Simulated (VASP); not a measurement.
Here is a VASP 6.6.1 calculation.

INCAR

```
PREC = Accurate ; ENCUT = 520
EDIFF = 1E-6 ; ISMEAR = -1
SIGMA = 0.05 ; LREAL = Auto
LASPH = T ; NELM = 60
ALGO = Normal ; ISIF = 2
LWAVE = F ; LCHARG = F
GGA = PS ; NBANDS = 206
```

KPOINTS

```
Automatic mesh
0
Gamma
  1 1 1
  0.5 0.5 0.5
```

File POSCAR:

```
Si7Sn
1.0
   11.1467174949      0.0000000000      0.0000000000
    0.0000000000     11.1467174949      0.0000000000
    0.0000000000      0.0000000000     11.1467174949
Si Sn
56 8
Direct
    0.9835440000      0.0037970000      0.0003050000
    0.0034850000      0.0017120000      0.5001270000
    0.9978260000      0.4978660000      0.9969460000
    0.9954560000      0.4967120000      0.5044420000
    0.4976140000      0.0000150000      0.0050820000
    0.5004030000      0.0025300000      0.4968270000
    0.5139710000      0.4910420000      0.0065050000
    0.5025990000      0.5007670000      0.4851640000
    0.1229760000      0.1245110000      0.6252270000
    0.1225520000      0.6225140000      0.1127120000
    0.1206060000      0.6236500000      0.6200920000
    0.6249740000      0.1246390000      0.1257600000
    0.6194880000      0.1314610000      0.6171710000
    0.6275750000      0.6234500000      0.1291700000
    0.2594000000      0.2559530000      0.9884190000
    0.2387960000      0.2377110000      0.4911900000
    0.2508250000      0.7538840000      0.0150180000
    0.2533140000      0.7516180000      0.5063930000
    0.7516480000      0.2508910000      0.0057010000
    0.7482280000      0.2520890000      0.4989720000
    0.7450650000      0.7460450000      0.9996560000
    0.7574030000      0.7567350000      0.4880340000
    0.3874350000      0.3650400000      0.1181730000
    0.3790640000      0.8746080000      0.1320890000
    0.3765330000      0.8823530000      0.6225990000
    0.8726860000      0.3788220000      0.1266960000
    0.8757200000      0.3707750000      0.6282270000
    0.8591920000      0.8818790000      0.1185460000
    0.8839110000      0.8681190000      0.6124150000
    0.2616740000      0.9935200000      0.2593340000
    0.2578890000      0.0102490000      0.7415830000
    0.2320660000      0.5015360000      0.7486260000
    0.7459120000      0.0034510000      0.2497320000
    0.7487960000      0.4987080000      0.2500060000
    0.7572640000      0.4891960000      0.7589840000
    0.3771370000      0.1239560000      0.3738840000
    0.3805240000      0.1241180000      0.8733620000
    0.3813090000      0.6357220000      0.3786080000
    0.8710490000      0.1239310000      0.3772820000
    0.8783860000      0.1368970000      0.8802910000
    0.8687950000      0.6148230000      0.3797020000
    0.8732600000      0.6216930000      0.8752990000
    0.9869060000      0.2568840000      0.2585500000
    0.0025380000      0.2497260000      0.7505120000
    0.9918570000      0.7386710000      0.7394810000
    0.5022420000      0.2452240000      0.2491450000
    0.5089700000      0.2452130000      0.7570340000
    0.5050090000      0.7521060000      0.2507640000
    0.4969080000      0.7660580000      0.7506590000
    0.1123540000      0.3682180000      0.3834590000
    0.1217670000      0.3749520000      0.8733750000
    0.1357240000      0.8808980000      0.3850240000
    0.6259530000      0.3728060000      0.3685510000
    0.6320510000      0.3694290000      0.8797400000
    0.6263150000      0.8789870000      0.3723040000
    0.6171720000      0.8717010000      0.8849180000
    0.1267260000      0.1274740000      0.1292450000
    0.6303260000      0.6279060000      0.6261180000
    0.3707580000      0.3715170000      0.6220530000
    0.2511660000      0.4954170000      0.2502580000
    0.7517480000      0.9990410000      0.7483740000
    0.3750650000      0.6230660000      0.8789290000
    0.9976730000      0.7529310000      0.2501100000
    0.1220720000      0.8762320000      0.8706850000
```

Potentials or basis: VASP PAW PBE potentials, release 64 (Si, Sn_d).

Command:

```bash
$ cat potpaw_PBE.64/Si/POTCAR potpaw_PBE.64/Sn_d/POTCAR > POTCAR
$ mpirun -np 1 vasp_std > vasp.out
```

**Question.** Predict the largest force.

**Answer.** 0.023 eV/Å.

**Question.** What does it give for the pressure?

**Answer.** 0.0 GPa.

**Question.** Estimate the band gap on the k mesh.

**Answer.** 1.34 eV.

Forces on the atoms (eV/Å):
```
Si   0.018  0.000  0.002
Si   0.001  0.007  0.001
Si   0.002  0.001  0.003
Si  -0.006 -0.002  0.005
Si  -0.004  0.002  0.005
Si   0.002 -0.001 -0.003
Si  -0.002  0.013 -0.007
Si   0.008  0.005  0.020
Si  -0.001  0.005  0.004
Si  -0.003 -0.002  0.019
Si   0.004 -0.003 -0.006
Si   0.001  0.004 -0.006
Si   0.014 -0.013  0.010
Si   0.001 -0.006  0.003
Si  -0.011 -0.006  0.002
Si   0.012  0.008  0.000
Si   0.004  0.002 -0.015
Si   0.004 -0.002  0.005
Si   0.006  0.000  0.005
Si  -0.001  0.006 -0.001
Si  -0.003 -0.004 -0.001
Si  -0.018 -0.012  0.006
Si  -0.009  0.006  0.010
Si   0.002 -0.004 -0.001
Si   0.000  0.003 -0.002
Si   0.002  0.002 -0.001
Si   0.001 -0.006 -0.004
Si  -0.001 -0.008  0.008
Si   0.001  0.005  0.001
Si  -0.004  0.002 -0.011
Si  -0.009 -0.003  0.010
Si   0.013  0.004 -0.002
Si  -0.003  0.004 -0.002
Si  -0.001 -0.006  0.005
Si  -0.008  0.005 -0.010
Si  -0.001  0.004  0.003
Si   0.005 -0.001  0.004
Si  -0.012 -0.007 -0.009
Si   0.001 -0.007  0.005
Si  -0.014 -0.002 -0.011
Si   0.014  0.008 -0.008
Si  -0.002  0.003  0.001
Si   0.003 -0.008 -0.013
Si  -0.001  0.001  0.000
Si   0.000  0.005  0.011
Si  -0.002  0.000  0.006
Si  -0.008  0.011 -0.013
Si   0.004  0.000  0.000
Si  -0.007 -0.016  0.000
Si   0.003  0.009 -0.001
Si   0.000 -0.001  0.004
Si  -0.006 -0.006 -0.002
Si  -0.004  0.000 -0.005
Si  -0.001 -0.006  0.000
Si   0.003  0.003  0.001
Si   0.011  0.007 -0.006
Sn   0.001 -0.011 -0.009
Sn  -0.005  0.000 -0.002
Sn   0.012  0.013  0.014
Sn   0.001 -0.012 -0.003
Sn   0.007  0.008 -0.008
Sn  -0.005 -0.001 -0.008
Sn  -0.011  0.007 -0.011
Sn   0.002 -0.005  0.008
```

Caveat: the k points lie up to 0.56 Å⁻¹ apart; the PAW data sets were made with another functional, which shifts forces and pressure a little; spin-orbit coupling is left out, which moves the levels of the heavy elements. A hybrid or GW would open this gap; PBEsol tends to underestimate it.
